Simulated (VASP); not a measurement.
# Ga3SbN2 (P6/mmm) in VASP: further runs, part 2 of 2

VASP 6.6.1. The steps go on from the part before.

## Step 3: Single point, PBE

INCAR reads:

```
  PREC = Accurate
  ENCUT = 700
  EDIFF = 1E-6
  ISMEAR = 0
  SIGMA = 0.1
  LREAL = F
  LASPH = T
  NELM = 120
  ALGO = Normal
  ISIF = 2
  LWAVE = F
  LCHARG = F
  GGA = PE
  NBANDS = 41
  GGA_COMPAT = F
```

KPOINTS reads:

```
regular mesh
0
Gamma
  6 6 4
```

POSCAR reads:

```
Ga3SbN2
1.0
    5.8152435197      0.0000000000      0.0000000000
   -2.9076217599      5.0361486173      0.0000000000
    0.0000000000      0.0000000000      5.6798595209
Ga Sb N
3 1 2
Direct
    0.5000000000      0.0000000000      0.5000000000
    0.0000000000      0.5000000000      0.5000000000
    0.5000000000      0.5000000000      0.5000000000
    0.0000000000      0.0000000000      0.0000000000
    0.0000000000      0.0000000000      0.3963947299
    0.0000000000      0.0000000000      0.6036052701
```

Potentials or basis: VASP PAW PBE potentials, release 64 (Ga_d, Sb_d_GW, N).

Launch:

```
$ cat potpaw_PBE.64/Ga_d/POTCAR potpaw_PBE.64/Sb_d_GW/POTCAR potpaw_PBE.64/N/POTCAR > POTCAR
$ mpirun -np 1 vasp_std > vasp.out
```

OUTCAR:

```text
PREC = Accurate
   ENCUT = 700
   EDIFF = 1E-6
   ISMEAR = 0
   LREAL = F
   LASPH = T
   NELM = 120
   ISIF = 2
   GGA = PE

 ion  position               nearest neighbor table
   1  0.500  0.000  0.500-   2 2.91   2 2.91   3 2.91   3 2.91
   2  0.000  0.500  0.500-   3 2.91   3 2.91   1 2.91   1 2.91
   3  0.500  0.500  0.500-   2 2.91   2 2.91   1 2.91   1 2.91
   4  0.000  0.000  0.000-   5 2.25   6 2.25
   5  0.000  0.000  0.396-   6 1.18   4 2.25
   6  0.000  0.000  0.604-   5 1.18   4 2.25

  LATTYP: Found a hexagonal cell.
 ALAT       =     5.8152435197
 C/A-ratio  =     0.9767191179

  Lattice vectors:

 A1 = (   5.8152435197,   0.0000000000,   0.0000000000)
 A2 = (  -2.9076217599,   5.0361486173,   0.0000000000)
 A3 = (   0.0000000000,   0.0000000000,   5.6798595209)

Analysis of symmetry for initial positions (statically):
=====================================================================
 Subroutine PRICEL returns:
 Original cell was already a primitive cell.

 Routine SETGRP: Setting up the symmetry group for a
 hexagonal supercell.

 Subroutine GETGRP returns: Found 24 space group operations
 (whereof 24 operations were pure point group operations)
 out of a pool of 24 trial point group operations.

The static configuration has the point symmetry D_6h.

Analysis of symmetry for dynamics (positions and initial velocities):
=====================================================================
 Subroutine PRICEL returns:
 Original cell was already a primitive cell.

 Routine SETGRP: Setting up the symmetry group for a
 hexagonal supercell.

 Subroutine GETGRP returns: Found 24 space group operations
 (whereof 24 operations were pure point group operations)
 out of a pool of 24 trial point group operations.

The dynamic configuration has the point symmetry D_6h.

 Subroutine INISYM returns: Found 24 space group operations
 (whereof 24 operations are pure point group operations),
 and found     1 'primitive' translations

----------------------------------------------------------------------------------------

                                     Primitive cell

  volume of cell :     166.3428

  direct lattice vectors                    reciprocal lattice vectors
     5.815243520  0.000000000  0.000000000     0.171961844  0.099282217  0.000000000
    -2.907621760  5.036148617  0.000000000     0.000000000  0.198564434  0.000000000
     0.000000000  0.000000000  5.679859521     0.000000000  0.000000000  0.176060692

  length of vectors
     5.815243520  5.815243520  5.679859521     0.198564434  0.198564434  0.176060692

  position of ions in fractional coordinates (direct lattice)
     0.500000000  0.000000000  0.500000000
     0.000000000  0.500000000  0.500000000
     0.500000000  0.500000000  0.500000000
     0.000000000  0.000000000  0.000000000
     0.000000000  0.000000000  0.396394730
     0.000000000  0.000000000  0.603605270

  ion indices of the primitive-cell ions
   primitive index   ion index
                 1           1
                 2           2
                 3           3
                 4           4
                 5           5
                 6           6

----------------------------------------------------------------------------------------

 KPOINTS: regular mesh

Automatic generation of k-mesh.
 Grid dimensions read from file:
 generate k-points for:    6    6    4

 Generating k-lattice:

  Cartesian coordinates                     Fractional coordinates (reciprocal lattice)
     0.028660307  0.016547036  0.000000000     0.166666667 -0.000000000  0.000000000
     0.000000000  0.033094072  0.000000000     0.000000000  0.166666667  0.000000000
     0.000000000  0.000000000  0.044015173     0.000000000  0.000000000  0.250000000

  Length of vectors
     0.033094072  0.033094072  0.044015173

  Shift w.r.t. Gamma in fractional coordinates (k-lattice)
     0.000000000  0.000000000  0.000000000

 Subroutine IBZKPT returns following result:
 ===========================================

 Found     21 irreducible k-points:

 Following reciprocal coordinates:
            Coordinates               Weight
  0.000000  0.000000  0.000000      1.000000
  0.166667 -0.000000  0.000000      6.000000
  0.333333 -0.000000  0.000000      6.000000
  0.500000  0.000000  0.000000      3.000000
  0.166667  0.166667  0.000000      6.000000
  0.333333  0.166667  0.000000     12.000000
[... 13 lines left out ...]
  0.333333  0.166667  0.500000     12.000000
  0.333333  0.333333  0.500000      2.000000
   k-points           NKPTS =     21   k-points in BZ     NKDIM =     21   number of bands    NBANDS=     41
   number of dos      NEDOS =    301   number of ions     NIONS =      6
   total plane-waves  NPLWV = 125000
   dimension x,y,z NGX =    50 NGY =   50 NGZ =   50
   dimension x,y,z NGXF=   100 NGYF=  100 NGZF=  100
   ions per type =               3   1   2
   NGX,Y,Z   is equivalent  to a cutoff of  14.29, 14.29, 14.63 a.u.
   NGXF,Y,Z  is equivalent  to a cutoff of  28.59, 28.59, 29.27 a.u.
 SYSTEM =  unknown system
   PREC   = accura    normal or accurate (medium, high low for compatibility)
   ISTART =      0    job   : 0-new  1-cont  2-samecut
   ICHARG =      2    charge: 1-file 2-atom 10-const
   ISPIN  =      1    spin polarized calculation?
   LNONCOLLINEAR =      F non collinear calculations
   LSORBIT =      F    spin-orbit coupling
   LASPH  =      T    aspherical Exc in radial PAW
   ENCUT  =  700.0 eV  51.45 Ry    7.17 a.u.  12.55 12.55 12.25*2*pi/ulx,y,z
   NELM   =    120;   NELMIN=  2; NELMDL= -5     # of ELM steps
   EDIFF  = 0.1E-05   stopping-criterion for ELM
   LREAL  =      F    real-space projection
[... 7 lines left out ...]
   TEBEG  =    0.0;   TEEND  =   0.0 temperature during run
   PSTRESS=    0.0 pullay stress
   NELECT =      64.0000    total number of electrons
   NUPDOWN=      -1.0000    fix difference up-down
   EMIN   =  10.00;   EMAX   =-10.00  energy-range for DOS
   EFERMI =   0.00;   METHOD = LEGACY
   ISMEAR =     0;   SIGMA  =   0.10  broadening in eV -4-tet -1-fermi 0-gaus
   EFERMI_NEDOS =   21; number of points for ismear=-14 and -15
   IALGO  =     38    algorithm
   IMIX   =      4    mixing-type and parameters
     AMIX     =   0.40;   BMIX     =  1.00
     AMIX_MAG =   1.60;   BMIX_MAG =  1.00
  volume/ion in A,a.u.               =      27.72       187.09
  Fermi-wavevector in a.u.,A,eV,Ry     =   1.190694  2.250085 19.289688  1.417752
  Thomas-Fermi vector in A             =   2.326773
   LORBIT       =      0    0 simple, 1 ext, 2 COOP (PROOUT), +10 PAW based schemes
   GGA     = PE    functional components
   LHFCALC =     F    Hartree Fock is set to
   AEXX    =    0.0000 exact exchange contribution
   IVDW    =     0    specifies the selected vdW correction
   LEPSILON=     F    determine dielectric tensor
   LRPA    =     F    only Hartree local field effects (RPA)
 non-spin polarized calculation
 Gauss-broadening in eV      SIGMA  =   0.10
  energy-cutoff  :      700.00
  volume of cell :      166.34
 maximum number of plane-waves:      7045
   NGX = 25   NGY = 25   NGZ = 25

 number of electron      64.0000023 magnetization

 Free energy of the ion-electron system (eV)
  ---------------------------------------------------
  ext. energy  EPLUGINS =         0.00000000
  ---------------------------------------------------
  free energy    TOTEN  =       -25.06954271 eV

  energy without entropy =      -25.05033847  energy(sigma->0) =      -25.05994059

 E-fermi :   1.9486     XC(G=0):  -8.2334

 val. band max:        1.9463027959   @ k =   0.5000   0.0000   0.0000
 cond. band min:       2.0094043704   @ k =   0.3333   0.1667   0.2500
 fundamental gap:      0.0631015744
 Fermi energy:         1.9486449437

 k-point     1 :       0.0000    0.0000    0.0000
  band No.  band energies     occupation
      1     -27.2316      2.00000
      2     -27.1225      2.00000
      3     -27.1225      2.00000
      4     -26.9056      2.00000
      5     -26.9056      2.00000
      6     -21.0346      2.00000
[... 913 lines left out ...]
     40       6.5101      0.00000
     41       7.3316      0.00000

------------------------ aborting loop because EDIFF is reached ----------------------------------------

  FORCE on cell =-STRESS in cart. coord.  units (eV):
  Direction    XX          YY          ZZ          XY          YZ          ZX
  --------------------------------------------------------------------------------------
  -------------------------------------------------------------------------------------
  Total       -0.0057496     -0.0057496      0.5247431      0.0000000      0.0000000      0.0000000
  in kB       -0.0553792     -0.0553792      5.0542103      0.0000000      0.0000000      0.0000000
  external PRESSURE =       1.6478173 kB  Pullay stress =       0.0000000 kB

 VOLUME and BASIS-vectors are now :
 -----------------------------------------------------------------------------
  energy-cutoff  :      700.00
  volume of cell :      166.34
      direct lattice vectors                 reciprocal lattice vectors
     5.815243520  0.000000000  0.000000000     0.171961844  0.099282217  0.000000000
    -2.907621760  5.036148617  0.000000000     0.000000000  0.198564434  0.000000000
     0.000000000  0.000000000  5.679859521     0.000000000  0.000000000  0.176060692

 POSITION                                       TOTAL-FORCE (eV/Angst)
 -----------------------------------------------------------------------------------
      2.90762      0.00000      2.83993        -0.000000      0.000000      0.000000
     -1.45381      2.51807      2.83993        -0.000000      0.000000      0.000000
      1.45381      2.51807      2.83993        -0.000000      0.000000      0.000000
      0.00000      0.00000      0.00000        -0.000000      0.000000      0.000000
      0.00000      0.00000      2.25147        -0.000000      0.000000     -0.587734
      0.00000      0.00000      3.42839         0.000000     -0.000000      0.587734
 -----------------------------------------------------------------------------------
    total drift:                                0.000000      0.000000      0.000000

  FREE ENERGIE OF THE ION-ELECTRON SYSTEM (eV)
  ---------------------------------------------------
  free  energy   TOTEN  =       -25.0695427078 eV

  energy  without entropy=      -25.0503384721  energy(sigma->0) =      -25.05994059
```

OSZICAR:

```text
N       E                     dE             d eps       ncg     rms          rms(c)
DAV:   1     0.638658058991E+03    0.63866E+03   -0.32728E+04  2576   0.117E+04
DAV:   2     0.100415740391E+03   -0.53824E+03   -0.50949E+03  2682   0.156E+03
DAV:   3    -0.147205559092E+02   -0.11514E+03   -0.11036E+03  2809   0.298E+02
DAV:   4    -0.266976737297E+02   -0.11977E+02   -0.11425E+02  3059   0.842E+01
DAV:   5    -0.271811030967E+02   -0.48343E+00   -0.47420E+00  2580   0.145E+01    0.110E+01
DAV:   6    -0.263332387987E+02    0.84786E+00   -0.12498E+01  2868   0.352E+01    0.753E+00
DAV:   7    -0.251827285034E+02    0.11505E+01   -0.21103E+00  2532   0.141E+01    0.432E+00
DAV:   8    -0.252907042709E+02   -0.10798E+00   -0.19838E+00  2612   0.886E+00    0.342E+00
DAV:   9    -0.250725243495E+02    0.21818E+00   -0.65089E-01  2636   0.762E+00    0.523E-01
DAV:  10    -0.250710913931E+02    0.14330E-02   -0.73308E-02  2564   0.142E+00    0.266E-01
DAV:  11    -0.250696251665E+02    0.14662E-02   -0.76663E-03  2932   0.646E-01    0.156E-01
DAV:  12    -0.250696502086E+02   -0.25042E-04   -0.13572E-03  2508   0.253E-01    0.807E-02
DAV:  13    -0.250695363283E+02    0.11388E-03   -0.16902E-04  2836   0.151E-01    0.263E-02
DAV:  14    -0.250695631923E+02   -0.26864E-04   -0.49547E-05  2492   0.745E-02    0.304E-02
DAV:  15    -0.250695414138E+02    0.21779E-04   -0.29433E-05  2556   0.622E-02    0.212E-03
DAV:  16    -0.250695425865E+02   -0.11727E-05   -0.11644E-05  1684   0.163E-02    0.268E-03
DAV:  17    -0.250695427078E+02   -0.12126E-06   -0.36708E-07  1196   0.105E-02
   1 F= -.25069543E+02 E0= -.25059941E+02  d E =-.192042E-01
```

stdout:

```text
POSCAR found type information on POSCAR GaSbN
 POSCAR found :  3 types and       6 ions
 scaLAPACK will be used
 LDA part: xc-table for (Slater+PW92), standard interpolation
 POSCAR, INCAR and KPOINTS ok, starting setup
 FFT: planning ... GRIDC
 FFT: planning ... GRID_SOFT
 FFT: planning ... GRID
 WAVECAR not read
 entering main loop
```

It took 5.5 min on 1 thread of Intel Xeon Platinum 8259CL at 2.50GHz (Skylake/Cascade Lake), shared host; peak memory 0.49 GiB.

Results:

```
Free energy            : -25.0695 eV
Pressure               : 0.2 GPa
Largest force          : 0.588 eV/Å
Band gap on the k mesh : zero (bands 32 and 33 overlap by 1.89 eV)
```

Forces in eV/Å, atoms in the order of the input:
```
Ga   0.000  0.000  0.000
Ga   0.000  0.000  0.000
Ga   0.000  0.000  0.000
Sb   0.000  0.000  0.000
N    0.000  0.000 -0.588
N    0.000  0.000  0.588
```

Levels at points of the mesh, in eV from the Fermi level:
| k point | band 28 | band 29 | band 30 | band 31 | band 32 | band 33 | band 34 | band 35 | band 36 | band 37 |
| --- | --- | --- | --- | --- | --- | --- | --- | --- | --- | --- |
| (0.00, 0.00, 0.00) | -3.30 | -3.30 | -2.40 | -0.35 | -0.24 | -0.24 | 0.38 | 0.38 | 1.64 | 1.64 |
| (0.50, 0.00, 0.00) | -4.00 | -3.00 | -0.79 | -0.67 | -0.49 | 0.00 | 0.15 | 1.34 | 2.26 | 2.45 |
| (0.00, 0.00, 0.50) | -3.24 | -3.24 | -2.36 | -1.43 | -1.43 | -0.67 | 1.18 | 1.18 | 2.38 | 2.38 |
| (0.50, 0.00, 0.50) | -5.46 | -2.93 | -2.53 | -1.68 | -0.64 | 0.84 | 1.80 | 2.29 | 2.37 | 2.55 |

Caveat: the standard files for N, O and F lose accuracy on very short bonds; spin-orbit coupling is left out, which moves the levels of the heavy elements.

The gap in the log of VASP goes by the Fermi energy; the results here count the filled bands.